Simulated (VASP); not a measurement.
# Ti3HSe3 in VASP: a series of runs

Runs on Ti3HSe3. Level: LDA. Tasks: single point.

Everything below comes from runs of VASP 6.6.1. Logs are shortened: lines on timing, memory, paths and dates and some standing lists are left out, and cuts for length are marked.

## 1. The cell of the first run

The cell holds a slab with vacuum, 14 atoms: a = 5.939 Å, b = 7.585 Å, c = 16.571 Å, α = 90.00°, β = 90.00°, γ = 113.05°.

## 2. Single point, LDA

File INCAR:

```
  PREC = Accurate
  ENCUT = 520
  EDIFF = 1E-7
  ISMEAR = -1
  SIGMA = 0.05
  LREAL = F
  LASPH = T
  NELM = 60
  ALGO = Normal
  ISIF = 2
  LWAVE = F
  LCHARG = F
  NBANDS = 68
```

File KPOINTS:

```
Automatic mesh
0
Gamma
  2 2 1
```

File POSCAR:

```
Ti3HSe3
1.0
    5.9394410000      0.0000000000      0.0000000000
   -2.9697210000      6.9790320000      0.0000000000
    0.0000000000      0.0000000000     16.5705590000
Ti Se H
6 6 2
Direct
    0.0000000000      0.0000000000      0.0603479943
    0.7844609527      0.5332687972      0.1227176464
    0.4805326135      0.0612835706      0.1536158195
    0.2754938755      0.6282676451      0.2082126499
    0.1073865799      0.1428135019      0.2117912860
    0.8237451205      0.6340277563      0.2699305437
    0.2158804371      0.7650917778      0.0854225859
    0.3695388826      0.3047270739      0.0859657179
    0.7357053787      0.8530695948      0.1680812337
    0.8711503040      0.3319658084      0.2320983861
    0.2260517556      0.8819417936      0.2839554176
    0.4021278156      0.4320656504      0.3187641407
    0.7164826014      0.7491296787      0.3680262084
    0.7871846950      0.8416066870      0.3456310677
```

Potentials or basis: VASP PAW LDA potentials, release 64 (Ti_sv, Se, H).

Command:

```console
$ cat potpaw_LDA.64/Ti_sv/POTCAR potpaw_LDA.64/Se/POTCAR potpaw_LDA.64/H/POTCAR > POTCAR
$ mpirun -np 1 vasp_std > vasp.out
```

OUTCAR:

```text
PREC = Accurate
   ENCUT = 520
   EDIFF = 1E-7
   ISMEAR = -1
   LREAL = F
   LASPH = T
   NELM = 60
   ISIF = 2

 ion  position               nearest neighbor table
   1  0.000  0.000  0.060-   9 2.35   8 2.52   7 2.60   5 2.71
   2  0.784  0.533  0.123-   8 2.47   6 2.54  10 2.55   7 2.55   9 2.66
   3  0.481  0.061  0.154-   7 2.46   8 2.46   9 2.59  11 2.68   5 2.70  10 2.75
   4  0.275  0.628  0.208-   7 2.37  11 2.41  10 2.60  12 2.65   9 2.68   6 2.89
   5  0.107  0.143  0.212-  10 2.39   9 2.54   8 2.60  11 2.63   3 2.70   1 2.71  12 2.83
   6  0.824  0.634  0.270-  11 2.40  10 2.50  12 2.50   2 2.54   9 2.56   4 2.89
   7  0.216  0.765  0.085-   4 2.37   3 2.46   2 2.55   1 2.60
   8  0.370  0.305  0.086-   3 2.46   2 2.47   1 2.52   5 2.60
   9  0.736  0.853  0.168-   1 2.35   5 2.54   6 2.56   3 2.59   2 2.66   4 2.68
  10  0.871  0.332  0.232-   5 2.39   6 2.50   2 2.55   4 2.60   3 2.75
  11  0.226  0.882  0.284-   6 2.40   4 2.41   5 2.63   3 2.68
  12  0.402  0.432  0.319-   6 2.50   4 2.65   5 2.83
  13  0.716  0.749  0.368-  14 0.76
  14  0.787  0.842  0.346-  13 0.76

  LATTYP: Found a base centered orthorhombic cell.
 ALAT       =     5.9394410000
 B/A-ratio  =     2.3500635834
 C/A-ratio  =     2.7899189503

  Lattice vectors:

 A1 = (   2.9697210000,  -6.9790320000,   0.0000000000)
 A2 = (   2.9697200000,   6.9790320000,   0.0000000000)
 A3 = (   0.0000000000,   0.0000000000,  16.5705590000)

Analysis of symmetry for initial positions (statically):
=====================================================================
 Subroutine PRICEL returns:
 Original cell was already a primitive cell.

 Routine SETGRP: Setting up the symmetry group for a
 base centered orthorhombic supercell.

 Subroutine GETGRP returns: Found  1 space group operations
 (whereof  1 operations were pure point group operations)
 out of a pool of  8 trial point group operations.

The static configuration has the point symmetry C_1 .

Analysis of symmetry for dynamics (positions and initial velocities):
=====================================================================
 Subroutine PRICEL returns:
 Original cell was already a primitive cell.

 Routine SETGRP: Setting up the symmetry group for a
 base centered orthorhombic supercell.

 Subroutine GETGRP returns: Found  1 space group operations
 (whereof  1 operations were pure point group operations)
 out of a pool of  8 trial point group operations.

The dynamic configuration has the point symmetry C_1 .

 Subroutine INISYM returns: Found  1 space group operations
 (whereof  1 operations are pure point group operations),
 and found     1 'primitive' translations

----------------------------------------------------------------------------------------

                                     Primitive cell

  volume of cell :     686.8753

  direct lattice vectors                    reciprocal lattice vectors
     5.939441000  0.000000000  0.000000000     0.168366013  0.071643185  0.000000000
    -2.969721000  6.979032000  0.000000000     0.000000000  0.143286347  0.000000000
     0.000000000  0.000000000 16.570559000     0.000000000  0.000000000  0.060347994

  length of vectors
     5.939441000  7.584598241 16.570559000     0.182975027  0.143286347  0.060347994

  position of ions in fractional coordinates (direct lattice)
     0.000000000  0.000000000  0.060347994
     0.784460953  0.533268797  0.122717646
     0.480532614  0.061283571  0.153615819
     0.275493875  0.628267645  0.208212650
     0.107386580  0.142813502  0.211791286
     0.823745120  0.634027756  0.269930544
     0.215880437  0.765091778  0.085422586
     0.369538883  0.304727074  0.085965718
     0.735705379  0.853069595  0.168081234
     0.871150304  0.331965808  0.232098386
     0.226051756  0.881941794  0.283955418
     0.402127816  0.432065650  0.318764141
     0.716482601  0.749129679  0.368026208
     0.787184695  0.841606687  0.345631068

  ion indices of the primitive-cell ions
   primitive index   ion index
                 1           1
                 2           2
                 3           3
                 4           4
                 5           5
                 6           6
                 7           7
                 8           8
                 9           9
                10          10
                11          11
                12          12
                13          13
                14          14

----------------------------------------------------------------------------------------

 KPOINTS: Automatic mesh

Automatic generation of k-mesh.
 Grid dimensions read from file:
 generate k-points for:    2    2    1

 Generating k-lattice:

  Cartesian coordinates                     Fractional coordinates (reciprocal lattice)
     0.084183006  0.035821593  0.000000000     0.500000000  0.000000000  0.000000000
     0.000000000  0.071643173  0.000000000     0.000000000  0.500000000  0.000000000
     0.000000000  0.000000000  0.060347994     0.000000000  0.000000000  1.000000000

  Length of vectors
     0.091487513  0.071643173  0.060347994

  Shift w.r.t. Gamma in fractional coordinates (k-lattice)
     0.000000000  0.000000000  0.000000000

 Subroutine IBZKPT returns following result:
 ===========================================

 Found      4 irreducible k-points:

 Following reciprocal coordinates:
            Coordinates               Weight
  0.000000  0.000000  0.000000      1.000000
  0.500000 -0.000000  0.000000      1.000000
  0.500000  0.500000  0.000000      1.000000
  0.000000  0.500000  0.000000      1.000000
   k-points           NKPTS =      4   k-points in BZ     NKDIM =      4   number of bands    NBANDS=     68
   number of dos      NEDOS =    301   number of ions     NIONS =     14
   total plane-waves  NPLWV = 338688
   dimension x,y,z NGX =    48 NGY =   56 NGZ =  126
   dimension x,y,z NGXF=    96 NGYF=  112 NGZF=  252
   ions per type =               6   6   2
   NGX,Y,Z   is equivalent  to a cutoff of  13.44, 12.27, 12.64 a.u.
   NGXF,Y,Z  is equivalent  to a cutoff of  26.87, 24.55, 25.28 a.u.
 SYSTEM =  unknown system
   PREC   = accura    normal or accurate (medium, high low for compatibility)
   ISTART =      0    job   : 0-new  1-cont  2-samecut
   ICHARG =      2    charge: 1-file 2-atom 10-const
   ISPIN  =      1    spin polarized calculation?
   LNONCOLLINEAR =      F non collinear calculations
   LSORBIT =      F    spin-orbit coupling
   LASPH  =      T    aspherical Exc in radial PAW
   ENCUT  =  520.0 eV  38.22 Ry    6.18 a.u.  11.04 14.10 30.81*2*pi/ulx,y,z
   NELM   =     60;   NELMIN=  2; NELMDL= -5     # of ELM steps
   EDIFF  = 0.1E-06   stopping-criterion for ELM
   LREAL  =      F    real-space projection
   EDIFFG = 0.1E-05   stopping-criterion for IOM
   NSW    =      0    number of steps for IOM
   IBRION =     -1    ionic relax: 0-MD 1-quasi-New 2-CG
   NFREE  =      0    steps in history (QN), initial steepest desc. (CG)
   ISIF   =      2    stress and relaxation
   ISYM   =      2    0-nonsym 1-usesym 2-fastsym
   POTIM  = 0.5000    time-step for ionic-motion
   TEBEG  =    0.0;   TEEND  =   0.0 temperature during run
   PSTRESS=    0.0 pullay stress
   NELECT =     110.0000    total number of electrons
   NUPDOWN=      -1.0000    fix difference up-down
   EMIN   =  10.00;   EMAX   =-10.00  energy-range for DOS
   EFERMI =   0.00;   METHOD = LEGACY
   ISMEAR =    -1;   SIGMA  =   0.05  broadening in eV -4-tet -1-fermi 0-gaus
   EFERMI_NEDOS =   21; number of points for ismear=-14 and -15
   IALGO  =     38    algorithm
   IMIX   =      4    mixing-type and parameters
     AMIX     =   0.40;   BMIX     =  1.00
     AMIX_MAG =   1.60;   BMIX_MAG =  1.00
  volume/ion in A,a.u.               =      49.06       331.09
  Fermi-wavevector in a.u.,A,eV,Ry     =   0.889023  1.680010 10.753531  0.790362
  Thomas-Fermi vector in A             =   2.010529
   LORBIT       =      0    0 simple, 1 ext, 2 COOP (PROOUT), +10 PAW based schemes
   GGA     = CA    functional components
   LHFCALC =     F    Hartree Fock is set to
   AEXX    =    0.0000 exact exchange contribution
   IVDW    =     0    specifies the selected vdW correction
   LEPSILON=     F    determine dielectric tensor
   LRPA    =     F    only Hartree local field effects (RPA)
 non-spin polarized calculation
  energy-cutoff  :      520.00
  volume of cell :      686.88
 maximum number of plane-waves:     18518
 NGX is ok and might be reduce to    48
   NGX = 23   NGY = 29   NGZ = 61

 number of electron     109.9999999 magnetization

 Free energy of the ion-electron system (eV)
  ---------------------------------------------------
  ext. energy  EPLUGINS =         0.00000000
  ---------------------------------------------------
  free energy    TOTEN  =       -90.24339831 eV

  energy without entropy =      -90.15767074  energy(sigma->0) =      -90.20053453

 E-fermi :  -0.1366     XC(G=0):  -4.6653

 val. band max:       -0.1510939037   @ k =   0.0000   0.0000   0.0000
 cond. band min:      -0.1102364338   @ k =   0.5000  -0.0000   0.0000
 fundamental gap:      0.0408574699
 Fermi energy:        -0.1365569096

 k-point     1 :       0.0000    0.0000    0.0000
  band No.  band energies     occupation
      1     -56.7339      2.00000
      2     -56.7303      2.00000
      3     -56.6802      2.00000
      4     -56.5298      2.00000
      5     -56.4996      2.00000
      6     -56.3546      2.00000
[... 59 lines left out ...]
     66       1.1811      0.00000
     67       1.2857      0.00000

 k-point     2 :       0.5000   -0.0000    0.0000
  band No.  band energies     occupation
      1     -56.7334      2.00000
      2     -56.7300      2.00000
      3     -56.6804      2.00000
      4     -56.5300      2.00000
      5     -56.4999      2.00000
      6     -56.3548      2.00000
[... 59 lines left out ...]
     66       1.2845      0.00000
     67       1.4190      0.00000

 k-point     3 :       0.5000    0.5000    0.0000
  band No.  band energies     occupation
      1     -56.7332      2.00000
      2     -56.7302      2.00000
      3     -56.6804      2.00000
      4     -56.5300      2.00000
      5     -56.4999      2.00000
      6     -56.3548      2.00000
[... 59 lines left out ...]
     66       1.2673      0.00000
     67       1.4411      0.00000

 k-point     4 :       0.0000    0.5000    0.0000
  band No.  band energies     occupation
      1     -56.7337      2.00000
      2     -56.7304      2.00000
      3     -56.6803      2.00000
      4     -56.5298      2.00000
      5     -56.4996      2.00000
      6     -56.3546      2.00000
[... 59 lines left out ...]
     66       1.1922      0.00000
     67       1.3104      0.00000
 [bands above 67 left out]

------------------------ aborting loop because EDIFF is reached ----------------------------------------

  FORCE on cell =-STRESS in cart. coord.  units (eV):
  Direction    XX          YY          ZZ          XY          YZ          ZX
  --------------------------------------------------------------------------------------
  -------------------------------------------------------------------------------------
  Total       -2.1867442     -7.3387412      1.2977177     -0.7593191      0.3869119     -1.6726236
  in kB       -5.1007101    -17.1180477      3.0270032     -1.7711566      0.9024950     -3.9014934
  external PRESSURE =      -6.3972516 kB  Pullay stress =       0.0000000 kB

 VOLUME and BASIS-vectors are now :
 -----------------------------------------------------------------------------
  energy-cutoff  :      520.00
  volume of cell :      686.88
      direct lattice vectors                 reciprocal lattice vectors
     5.939441000  0.000000000  0.000000000     0.168366013  0.071643185  0.000000000
    -2.969721000  6.979032000  0.000000000     0.000000000  0.143286347  0.000000000
     0.000000000  0.000000000 16.570559000     0.000000000  0.000000000  0.060347994

 POSITION                                       TOTAL-FORCE (eV/Angst)
 -----------------------------------------------------------------------------------
      0.00000      0.00000      1.00000         1.634576      0.509326      0.652201
      3.07560      3.72170      2.03350         0.465892      0.490686      0.324115
      2.67210      0.42770      2.54550         0.411415     -0.184573      0.630052
     -0.22950      4.38470      3.45020         1.027322     -1.361833      1.025607
      0.21370      0.99670      3.50950         0.914478     -0.034557     -0.116568
      3.00970      4.42490      4.47290        -1.226813     -0.660459      0.456483
     -0.98990      5.33960      1.41550        -1.273334     -0.004320     -2.279440
      1.28990      2.12670      1.42450        -0.895710     -0.069952     -0.320676
      1.83630      5.95360      2.78520        -0.356948     -1.195266      0.502997
      4.18830      2.31680      3.84600        -1.310692      0.991279     -0.168784
     -1.27650      6.15510      4.70530         0.938962      1.595479      0.206823
      1.10530      3.01540      5.28210        -0.291831     -0.153219     -0.731838
      2.03080      5.22820      6.09840        -0.315354     -1.071571      0.464423
      2.17610      5.87360      5.72730         0.278035      1.148980     -0.645395
 -----------------------------------------------------------------------------------
    total drift:                               -0.001425     -0.000467      0.000680

  FREE ENERGIE OF THE ION-ELECTRON SYSTEM (eV)
  ---------------------------------------------------
  free  energy   TOTEN  =       -90.2433983103 eV

  energy  without entropy=      -90.1576707405  energy(sigma->0) =      -90.20053453
```

Run time: 7.2 min. Hardware: 1 thread of Intel Xeon Platinum 8488C (Sapphire Rapids), shared host; peak memory 0.61 GiB.

Results:

```
Free energy            : -90.2434 eV
Largest force          : 2.611 eV/Å
Band gap on the k mesh : zero (bands 55 and 56 overlap by 0.07 eV)
```

Forces on the atoms (eV/Å):
```
Ti   1.635  0.509  0.652
Ti   0.466  0.491  0.324
Ti   0.411 -0.185  0.630
Ti   1.027 -1.362  1.026
Ti   0.914 -0.035 -0.117
Ti  -1.227 -0.660  0.456
Se  -1.273 -0.004 -2.279
Se  -0.896 -0.070 -0.321
Se  -0.357 -1.195  0.503
Se  -1.311  0.991 -0.169
Se   0.939  1.595  0.207
Se  -0.292 -0.153 -0.732
H   -0.315 -1.072  0.464
H    0.278  1.149 -0.645
```

Caveat: the k points lie up to 0.57 Å⁻¹ apart.

## 3. Single point, LDA

File INCAR:

```
SYSTEM = Ti3HSe3
  ALGO = Normal
  EDIFF = 1E-6
  ENCUT = 520
  GGA = CA
  ISIF = 2
  ISMEAR = -1
  LASPH = .TRUE.
  LCHARG = .FALSE.
  LREAL = .FALSE.
  LWAVE = .FALSE.
  NBANDS = 68
  NELM = 60
  PREC = Accurate
  SIGMA = 0.05
```

File KPOINTS:

```
k-points
0
G
  2 2 1
  0 0 0
```

File POSCAR:

```
Ti3HSe3
1.0
    5.9394410000      0.0000000000      0.0000000000
   -2.9697210000      6.9790320000      0.0000000000
    0.0000000000      0.0000000000     16.5705590000
Ti Se H
6 6 2
Direct
    0.0000000000      0.0000000000      0.0603479943
    0.8135141671      0.5297869389      0.1230435256
    0.5081737742      0.0524857889      0.1564038968
    0.3071123414      0.5982634841      0.2138129438
    0.1560536794      0.1422260279      0.2085264595
    0.8088274171      0.6160453198      0.2689830802
    0.2158804371      0.7650917778      0.0854225859
    0.3780146246      0.2954134614      0.0793938213
    0.7391553738      0.8320208304      0.1687571312
    0.8870640650      0.3357772253      0.2309155654
    0.2606687236      0.8937629173      0.2813544190
    0.4208027430      0.4385708505      0.3182934263
    0.6760861172      0.7835327306      0.3364400682
    0.8112504080      0.8593312081      0.3364521378
```

Potentials or basis: VASP PAW LDA potentials, release 64 (Ti_sv, Se, H).

Command:

```console
$ cat potpaw_LDA.64/Ti_sv/POTCAR potpaw_LDA.64/Se/POTCAR potpaw_LDA.64/H/POTCAR > POTCAR
$ mpirun -np 1 vasp_std > vasp.out
```

Wall time 7.3 min (1 thread of Intel Xeon Platinum 8488C (Sapphire Rapids), shared host); peak memory 0.6 GiB.

Results (log left out):

* Free energy: -90.2742 eV
* Largest force: 2.343 eV/Å
* Band gap on the k mesh: zero (bands 55 and 56 overlap by 0.20 eV)

Forces on the atoms (eV/Å):
```
Ti   1.482  0.100  0.900
Ti  -0.775 -0.189 -0.448
Ti  -0.045  0.148 -0.397
Ti  -0.822  1.136 -1.184
Ti  -1.094  0.326  0.293
Ti   1.036  1.874  0.353
Se  -0.129 -0.233 -1.210
Se   0.162  0.324  0.135
Se   0.384 -0.287 -0.012
Se  -0.039 -0.713 -0.037
Se   0.364 -0.497  0.291
Se  -0.670 -1.923  1.159
H   -0.360 -0.275  0.160
H    0.504  0.207 -0.001
```

Levels at points of the mesh, in eV from the Fermi level:
| k point | band 53 | band 54 | band 55 | band 56 | band 57 | band 58 |
| --- | --- | --- | --- | --- | --- | --- |
| (0.00, 0.00, 0.00) | -0.43 | -0.27 | -0.11 | -0.09 | 0.38 | 0.49 |
| (0.50, 0.00, 0.00) | -0.47 | -0.36 | -0.20 | 0.08 | 0.21 | 0.39 |
| (0.50, 0.50, 0.00) | -0.48 | -0.31 | -0.23 | 0.15 | 0.29 | 0.37 |
| (0.00, 0.50, 0.00) | -0.37 | -0.10 | 0.10 | 0.17 | 0.21 | 0.35 |

Caveat: the k points lie up to 0.57 Å⁻¹ apart.

## 4. Single point, LDA

File INCAR:

```
PREC = Accurate ; ENCUT = 520
EDIFF = 1E-6 ; ISMEAR = -1
SIGMA = 0.05 ; LREAL = False
LASPH = True ; NELM = 100
ALGO = Normal ; ISIF = 2
LWAVE = False ; LCHARG = False
NBANDS = 68
```

File KPOINTS:

```
Automatic mesh
0
Gamma
  2 2 1
```

File POSCAR:

```
Ti3HSe3
1.0
    5.9394410000      0.0000000000      0.0000000000
   -2.9697210000      6.9790320000      0.0000000000
    0.0000000000      0.0000000000     16.5705590000
Ti Se H
6 6 2
Direct
    0.0000000000      0.0000000000      0.0603479943
    0.8098449754      0.5214046876      0.1190062448
    0.5361168515      0.0487030293      0.1532295923
    0.3219421510      0.5991661881      0.2074583000
    0.1682145857      0.1522704008      0.2092264962
    0.8549728976      0.6472530861      0.2777335393
    0.2158804371      0.7650917778      0.0854225859
    0.3901986341      0.2923041476      0.0744935642
    0.7468299900      0.8059857012      0.1689924884
    0.8906044800      0.3304326445      0.2288456292
    0.3032201362      0.8976459773      0.2812216534
    0.4059923078      0.4087816190      0.3239842422
    0.7300902991      0.8185375852      0.3300673200
    0.8462295977      0.8137231639      0.3617801910
```

Command:

```console
$ cat potpaw_LDA.64/Ti_sv/POTCAR potpaw_LDA.64/Se/POTCAR potpaw_LDA.64/H/POTCAR > POTCAR
$ mpirun -np 1 vasp_std > vasp.out
```

It took 7.6 min on 1 thread of Intel Xeon Platinum 8488C (Sapphire Rapids), shared host; peak memory 0.6 GiB.

The run converged. Its results:

* Free energy: -90.3256 eV
* Largest force: 1.668 eV/Å
* Band gap on the k mesh: zero (bands 55 and 56 overlap by 0.08 eV)

Forces on the atoms (eV/Å):
```
Ti   1.290  0.213  1.027
Ti  -0.046 -0.163  0.548
Ti  -0.217  0.160 -0.545
Ti  -0.761 -0.164  0.675
Ti  -0.151 -0.223  0.086
Ti   0.415 -1.582  0.326
Se   0.096 -0.192 -1.269
Se  -0.063 -0.145  0.354
Se  -0.082  1.016 -0.186
Se  -0.499  0.612 -0.023
Se  -0.236 -0.276  0.010
Se   0.453  0.621 -0.985
H    0.611 -0.039  0.486
H   -0.810  0.161 -0.506
```

Levels at points of the mesh, in eV from the Fermi level:
```tsv
k point	band 53	band 54	band 55	band 56	band 57	band 58
(0.00, 0.00, 0.00)	-0.36	-0.21	-0.10	0.02	0.32	0.41
(0.50, 0.00, 0.00)	-0.50	-0.31	-0.23	0.01	0.23	0.41
(0.50, 0.50, 0.00)	-0.43	-0.26	-0.19	0.02	0.29	0.41
(0.00, 0.50, 0.00)	-0.39	-0.07	0.10	0.22	0.31	0.32
```

Caveat: the k points lie up to 0.57 Å⁻¹ apart.

## 5. Overview

| cell | gap on the mesh (eV) | largest force (eV/Å) |
| --- | --- | --- |
| as given, atomic positions A | none | 2.61 |
| as given, atomic positions B | none | 2.34 |
| as given, atomic positions C | none | 1.67 |

Alike in all rows: task single point; level LDA; potentials or basis VASP PAW LDA potentials, release 64 (Ti_sv, Se, H); no spin polarisation; k mesh 2 × 2 × 1; cutoff (eV) 520; smearing fermi-dirac 0.05 eV.

Caveats: all runs use coarse meshes.

Total energies depend on the potentials used, so only differences within one code and one set of settings carry meaning.
